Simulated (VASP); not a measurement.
# CaSi2N2 (Immm) in VASP: further runs

The runs below take CaSi2N2 through single point, relaxation of cell and atoms, with PBE.

Program: VASP 6.6.1. These are calculated values, not measurements. Logs are shortened: lines on timing, memory, paths and dates and some standing lists are left out, and cuts for length are marked.

**1. The cell of the first run**

The structure is orthorhombic, space group Immm (No. 71). The conventional cell has a = 4.035 Å, b = 5.003 Å, c = 7.251 Å, α = 90.00°, β = 90.00°, γ = 90.00°. Ca (site symmetry mmm) has 4 Si at 2.40 Å and 8 N at 2.89 to 2.98 Å within 3.2 Å. Within 3.2 Å of Si (site symmetry m2m) lie 2 Ca at 2.40 Å and 2 Si at 2.42 to 2.58 Å and 6 N at 2.54 to 2.76 Å. N (site symmetry mm2) has 6 Si at 2.54 to 2.76 Å and 5 N at 2.88 to 3.30 Å and 4 Ca at 2.89 to 2.98 Å within 3.4 Å.

The cell was built from a structure type or drawn by symmetry, and may not be a known phase.

**2. Single point, PBE**

Contents of INCAR:

```
PREC = Accurate ; ENCUT = 520
EDIFF = 1E-6 ; ISMEAR = 0
SIGMA = 0.1 ; LREAL = F
LASPH = T ; NELM = 80
ALGO = Normal ; ISIF = 2
LWAVE = F ; LCHARG = F
GGA = PE ; NBANDS = 22
```

Contents of KPOINTS:

```
Automatic mesh
0
Gamma
  6 6 6
```

Contents of POSCAR:

```
CaSi2N2
1.0
   -2.0172952000      2.5014592900      3.6255591300
    2.0172952000     -2.5014592900      3.6255591300
    2.0172952000      2.5014592900     -3.6255591300
Ca Si N
1 2 2
Direct
    0.0000000000      0.0000000000      0.0000000000
    0.7418451400      0.5000000000      0.2418451400
    0.2581548600      0.5000000000      0.7581548600
    0.6983979900      0.1983979900      0.5000000000
    0.3016020100      0.8016020100      0.5000000000
```

Potentials or basis: VASP PAW PBE potentials, release 64 (Ca_sv, Si, N).

Command:

```sh
$ cat potpaw_PBE.64/Ca_sv/POTCAR potpaw_PBE.64/Si/POTCAR potpaw_PBE.64/N/POTCAR > POTCAR
$ mpirun -np 1 vasp_std > vasp.out
```

OUTCAR:

```text
PREC = Accurate
   ENCUT = 520
   EDIFF = 1E-6
   ISMEAR = 0
   LREAL = F
   LASPH = T
   NELM = 80
   ISIF = 2
   GGA = PE

 ion  position               nearest neighbor table
   1  0.000  0.000  0.000-   3 2.40   2 2.40   3 2.40   2 2.40
   2  0.742  0.500  0.242-   1 2.40   1 2.40   3 2.42   3 2.58
   3  0.258  0.500  0.758-   1 2.40   1 2.40   2 2.42   2 2.58
   4  0.698  0.198  0.500-
   5  0.302  0.802  0.500-

  LATTYP: Found a body centered orthorhombic cell.
 ALAT       =     4.0345904000
 B/A-ratio  =     1.2400065642
 C/A-ratio  =     1.7972377716

  Lattice vectors:

 A1 = (  -2.0172952000,   2.5014592900,   3.6255591300)
 A2 = (   2.0172952000,  -2.5014592900,   3.6255591300)
 A3 = (   2.0172952000,   2.5014592900,  -3.6255591300)

Analysis of symmetry for initial positions (statically):
=====================================================================
 Subroutine PRICEL returns:
 Original cell was already a primitive cell.

 Routine SETGRP: Setting up the symmetry group for a
 body centered orthorhombic supercell.

 Subroutine GETGRP returns: Found  8 space group operations
 (whereof  8 operations were pure point group operations)
 out of a pool of  8 trial point group operations.

The static configuration has the point symmetry D_2h.

Analysis of symmetry for dynamics (positions and initial velocities):
=====================================================================
 Subroutine PRICEL returns:
 Original cell was already a primitive cell.

 Routine SETGRP: Setting up the symmetry group for a
 body centered orthorhombic supercell.

 Subroutine GETGRP returns: Found  8 space group operations
 (whereof  8 operations were pure point group operations)
 out of a pool of  8 trial point group operations.

The dynamic configuration has the point symmetry D_2h.

 Subroutine INISYM returns: Found  8 space group operations
 (whereof  8 operations are pure point group operations),
 and found     1 'primitive' translations

----------------------------------------------------------------------------------------

                                     Primitive cell

  volume of cell :      73.1809

  direct lattice vectors                    reciprocal lattice vectors
    -2.017295200  2.501459290  3.625559130     0.000000000  0.199883325  0.137909763
     2.017295200 -2.501459290  3.625559130     0.247856635  0.000000000  0.137909763
[... 91 lines left out ...]
   EDIFF  = 0.1E-05   stopping-criterion for ELM
   LREAL  =      F    real-space projection
   EDIFFG = 0.1E-04   stopping-criterion for IOM
   NSW    =      0    number of steps for IOM
   IBRION =     -1    ionic relax: 0-MD 1-quasi-New 2-CG
   NFREE  =      0    steps in history (QN), initial steepest desc. (CG)
   ISIF   =      2    stress and relaxation
   ISYM   =      2    0-nonsym 1-usesym 2-fastsym
   POTIM  = 0.5000    time-step for ionic-motion
   TEBEG  =    0.0;   TEEND  =   0.0 temperature during run
   PSTRESS=    0.0 pullay stress
   NELECT =      28.0000    total number of electrons
   NUPDOWN=      -1.0000    fix difference up-down
   EMIN   =  10.00;   EMAX   =-10.00  energy-range for DOS
   EFERMI =   0.00;   METHOD = LEGACY
   ISMEAR =     0;   SIGMA  =   0.10  broadening in eV -4-tet -1-fermi 0-gaus
   EFERMI_NEDOS =   21; number of points for ismear=-14 and -15
   IALGO  =     38    algorithm
   IMIX   =      4    mixing-type and parameters
     AMIX     =   0.40;   BMIX     =  1.00
     AMIX_MAG =   1.60;   BMIX_MAG =  1.00
  volume/ion in A,a.u.               =      14.64        98.77
  Fermi-wavevector in a.u.,A,eV,Ry     =   1.188488  2.245917 19.218287  1.412504
  Thomas-Fermi vector in A             =   2.324617
   LORBIT       =      0    0 simple, 1 ext, 2 COOP (PROOUT), +10 PAW based schemes
   GGA     = PE    functional components
   LHFCALC =     F    Hartree Fock is set to
   AEXX    =    0.0000 exact exchange contribution
   IVDW    =     0    specifies the selected vdW correction
   LEPSILON=     F    determine dielectric tensor
   LRPA    =     F    only Hartree local field effects (RPA)
 non-spin polarized calculation
 Gauss-broadening in eV      SIGMA  =   0.10
  energy-cutoff  :      520.00
  volume of cell :       73.18
 maximum number of plane-waves:      1996
   NGX = 19   NGY = 19   NGZ = 19

 number of electron      28.0000000 magnetization

 Free energy of the ion-electron system (eV)
  ---------------------------------------------------
  ext. energy  EPLUGINS =         0.00000000
  ---------------------------------------------------
  free energy    TOTEN  =       -20.77062197 eV

  energy without entropy =      -20.75191176  energy(sigma->0) =      -20.76126686

 E-fermi :   5.2820     XC(G=0): -10.4918

 val. band max:        5.2586435867   @ k =  -0.3333   0.5000   0.1667
 cond. band min:       5.2863173977   @ k =  -0.1667  -0.1667   0.1667
 fundamental gap:      0.0276738110
 Fermi energy:         5.2820018079

 k-point     1 :       0.0000    0.0000    0.0000
  band No.  band energies     occupation
      1     -34.6063      2.00000
      2     -16.2537      2.00000
      3     -15.7906      2.00000
      4     -15.5316      2.00000
      5      -8.6460      2.00000
      6      -6.5657      2.00000
[... 589 lines left out ...]
     21      10.3371      0.00000
     22      10.4383      0.00000

 [... further k-points ...]

------------------------ aborting loop because EDIFF is reached ----------------------------------------

  FORCE on cell =-STRESS in cart. coord.  units (eV):
  Direction    XX          YY          ZZ          XY          YZ          ZX
  --------------------------------------------------------------------------------------
  -------------------------------------------------------------------------------------
  Total       13.8075754      3.8999110    -15.0764342      0.0000000      0.0000000      0.0000000
  in kB      302.2944176     85.3822110   -330.0740188      0.0000000      0.0000000      0.0000000
  external PRESSURE =      19.2008699 kB  Pullay stress =       0.0000000 kB

 VOLUME and BASIS-vectors are now :
 -----------------------------------------------------------------------------
  energy-cutoff  :      520.00
  volume of cell :       73.18
      direct lattice vectors                 reciprocal lattice vectors
    -2.017295200  2.501459290  3.625559130     0.000000000  0.199883325  0.137909763
     2.017295200 -2.501459290  3.625559130     0.247856635  0.000000000  0.137909763
     2.017295200  2.501459290 -3.625559130     0.247856635  0.199883325  0.000000000

 POSITION                                       TOTAL-FORCE (eV/Angst)
 -----------------------------------------------------------------------------------
      0.00000      0.00000      0.00000        -0.000000      0.000000      0.000000
     -0.00000      1.20993      3.62556        -0.000000     -4.082249     -0.000000
      2.01730      1.29153      0.00000        -0.000000      4.082249      0.000000
      0.00000      2.50146      1.43861         0.000000      0.000000      0.124931
      2.01730     -0.00000      2.18695         0.000000     -0.000000     -0.124931
 -----------------------------------------------------------------------------------
    total drift:                               -0.000000     -0.000000      0.000000

  FREE ENERGIE OF THE ION-ELECTRON SYSTEM (eV)
  ---------------------------------------------------
  free  energy   TOTEN  =       -20.7706219717 eV

  energy  without entropy=      -20.7519117568  energy(sigma->0) =      -20.76126686
```

OSZICAR:

```text
N       E                     dE             d eps       ncg     rms          rms(c)
DAV:   1     0.168184512905E+03    0.16818E+03   -0.13381E+04  2024   0.119E+03
DAV:   2    -0.924186390589E+01   -0.17743E+03   -0.16992E+03  2422   0.279E+02
DAV:   3    -0.215279832868E+02   -0.12286E+02   -0.11806E+02  2886   0.642E+01
DAV:   4    -0.220296099662E+02   -0.50163E+00   -0.49981E+00  3040   0.117E+01
DAV:   5    -0.220388999517E+02   -0.92900E-02   -0.92865E-02  2816   0.151E+00    0.779E+00
DAV:   6    -0.219267778218E+02    0.11212E+00   -0.17980E+01  2466   0.135E+01    0.813E+00
DAV:   7    -0.207957180755E+02    0.11311E+01   -0.50546E+00  2704   0.919E+00    0.267E+00
DAV:   8    -0.207761622436E+02    0.19556E-01   -0.28621E-01  2436   0.307E+00    0.110E+00
DAV:   9    -0.207701484637E+02    0.60138E-02   -0.34531E-02  2738   0.985E-01    0.280E-01
DAV:  10    -0.207704082968E+02   -0.25983E-03   -0.49400E-03  3092   0.378E-01    0.104E-01
DAV:  11    -0.207705758461E+02   -0.16755E-03   -0.32457E-04  2518   0.139E-01    0.322E-02
DAV:  12    -0.207706211138E+02   -0.45268E-04   -0.54823E-05  2512   0.489E-02    0.848E-03
DAV:  13    -0.207706219717E+02   -0.85787E-06   -0.41783E-06  2724   0.133E-02
   1 F= -.20770622E+02 E0= -.20761267E+02  d E =-.187102E-01
```

Run time: 26 s. Hardware: 1 thread of Intel Xeon 6975P-C (Granite Rapids), shared host; peak memory 0.24 GiB.

What came out:

| Item | Value |
| --- | --- |
| Free energy | -20.7706 eV |
| Pressure | 1.9 GPa |
| Largest force | 4.082 eV/Å |
| Band gap on the k mesh | zero (bands 14 and 15 overlap by 0.83 eV) |

Forces in eV/Å, atoms in the order of the input:
```
Ca   0.000  0.000  0.000
Si   0.000 -4.082  0.000
Si   0.000  4.082  0.000
N    0.000  0.000  0.125
N    0.000  0.000 -0.125
```

Stress tensor (GPa, compression positive):
```
 30.23   0.00   0.00
  0.00   8.54   0.00
  0.00   0.00 -33.01
```

Levels at points of the mesh, in eV from the Fermi level:
```csv
k point,band 10,band 11,band 12,band 13,band 14,band 15,band 16,band 17,band 18,band 19
"(0.00, 0.00, 0.00)",-3.35,-2.71,-1.96,-1.59,-0.50,-0.46,-0.43,1.97,3.11,4.51
"(0.50, 0.00, 0.00)",-2.98,-2.80,-1.13,-0.47,0.26,0.83,1.15,2.63,2.82,3.56
"(0.00, 0.50, 0.00)",-3.86,-2.83,-2.32,-0.85,0.22,0.52,1.20,2.55,3.04,5.09
"(0.50, 0.50, 0.00)",-2.90,-2.32,-1.72,-0.71,-0.17,0.96,1.15,3.03,3.07,3.28
"(0.50, 0.50, 0.50)",-3.04,-1.36,-0.46,-0.32,-0.21,-0.12,1.21,1.57,2.88,3.76
```

Caveat: forces of over 1 eV/Å act on the atoms, so gaps and moduli don't describe the material at rest.

**3. Single point, PBE**

This run uses another cell than the first one, of 17.13 Å³/atom.

Contents of INCAR:

```
PREC = Accurate
ENCUT = 520
EDIFF = 1E-6
ISMEAR = 0
SIGMA = 0.1
LREAL = F
LASPH = T
NELM = 80
ALGO = Normal
ISIF = 2
LWAVE = F
LCHARG = F
GGA = PE
NBANDS = 22
```

Contents of KPOINTS:

```
regular mesh
0
Gamma
  6 6 6
```

Contents of POSCAR:

```
CaSi2N2
1.0
   -3.3068768102      2.1949989755      2.9503559277
    3.3068768102     -2.1949989755      2.9503559277
    3.3068768102      2.1949989755     -2.9503559277
Ca Si N
1 2 2
Direct
    0.0000000000      0.0000000000      0.0000000000
    0.7409274802      0.5000000000      0.2409274802
    0.2590725198      0.5000000000      0.7590725198
    0.7741906994      0.2741906994      0.5000000000
    0.2258093006      0.7258093006      0.5000000000
```

Potentials or basis: VASP PAW PBE potentials, release 64 (Ca_sv, Si, N).

Command:

```sh
$ cat potpaw_PBE.64/Ca_sv/POTCAR potpaw_PBE.64/Si/POTCAR potpaw_PBE.64/N/POTCAR > POTCAR
$ mpirun -np 1 vasp_std > vasp.out
```

Wall time 43 s (1 thread of Intel Xeon 6975P-C (Granite Rapids), shared host); peak memory 0.28 GiB.

Results (log left out):

```yaml
Free_energy: -29.8604 eV
Pressure: 0.1 GPa
Largest_force: 0.025 eV/Å
Band_gap_on_the_k_mesh: zero (bands 14 and 15 overlap by 0.60 eV)
```

Forces in eV/Å, atoms in the order of the input:
```
Ca   0.000  0.000  0.000
Si   0.000 -0.025  0.000
Si   0.000  0.025  0.000
N    0.000  0.000 -0.003
N    0.000  0.000  0.003
```

Stress tensor (GPa, compression positive):
```
 0.32  0.00  0.00
 0.00 -0.33  0.00
 0.00  0.00  0.19
```

Levels at points of the mesh, in eV from the Fermi level:
```csv
k point,band 12,band 13,band 14,band 15,band 16,band 17
"(0.00, 0.00, 0.00)",-3.48,-2.49,-0.19,0.35,0.45,1.08
"(0.50, 0.00, 0.00)",-3.48,-3.14,-0.87,0.39,1.49,3.13
"(0.00, 0.50, 0.00)",-3.78,-2.88,-0.91,0.66,2.26,2.72
"(0.50, 0.50, 0.00)",-2.67,-2.55,-1.60,1.49,1.77,2.14
"(0.50, 0.50, 0.50)",-2.45,-2.12,-0.17,1.45,1.96,2.75
```

(Continued in part 2 of 2.)
